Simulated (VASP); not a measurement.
Here is a VASP 6.6.1 calculation.

INCAR

```
SYSTEM = Os
PREC     = Accurate       ! precision mode
ENCUT    = 600            ! plane-wave cutoff, eV
EDIFF    = 1E-6           ! SCF threshold, eV
ISMEAR   = 1              ! smearing method
SIGMA    = 0.05           ! smearing width, eV
LREAL    = .FALSE.        ! projectors in reciprocal space
LASPH    = .TRUE.         ! aspherical terms in the spheres
NELM     = 80             ! most SCF steps
ALGO     = Normal         ! electronic algorithm
ISIF     = 3              ! what is computed and relaxed
LWAVE    = .FALSE.        ! write WAVECAR
LCHARG   = .FALSE.        ! write CHGCAR
GGA      = PS             ! functional
IBRION   = 2              ! ionic algorithm
NSW      = 80             ! ionic steps
EDIFFG   = -0.03          ! ionic threshold
PSTRESS  = 50.0
```

The input KPOINTS:

```
Automatic mesh
0
G
  10 10 10
  0 0 0
```

POSCAR

```
Os
1.0
    1.5200000000      1.5200000000      1.5200000000
   -1.5200000000      1.5200000000      1.5200000000
   -1.5200000000     -1.5200000000      1.5200000000
Os
1
Direct
    0.0000000000      0.0000000000      0.0000000000
```

Potentials or basis: VASP PAW PBE potentials, release 64 (Os).

Launch:

```bash
$ cat potpaw_PBE.64/Os/POTCAR > POTCAR
$ mpirun -np 1 vasp_std > vasp.out
```

Q: What does it give for the band gap on the k mesh?

A: Zero (band 4 reaches 11.87 eV, above the bottom of band 5 at 7.56 eV).

Q: Predict the relaxed cell.

A: a = 2.642 Å, b = 2.642 Å, c = 2.642 Å, α = 70.53°, β = 109.47°, γ = 70.53°.

Q: Predict the relaxed volume.

A: 14.20 Å³/atom.

Q: What does it give for the space group after relaxing (to 0.05 Å)?

A: Im-3m (No. 229).

Step by step:
| step | energy change (eV) | largest force (eV/Å) | pressure (GPa) | volume (Å³) |
| --- | --- | --- | --- | --- |
| 1 | 0.0000 | 0.0000 | 9.67 | 14.05 |
| 2 | 0.0120 | 0.0000 | -12.88 | 14.90 |
| 3 | -0.0071 | 0.0000 | 4.91 | 14.20 |

Caveat: the cell is relaxed towards a set pressure, so the enthalpy falls and the energy may rise; the PAW data sets were made with another functional, which shifts forces and pressure a little; spin-orbit coupling is left out, which moves the levels of the heavy elements.
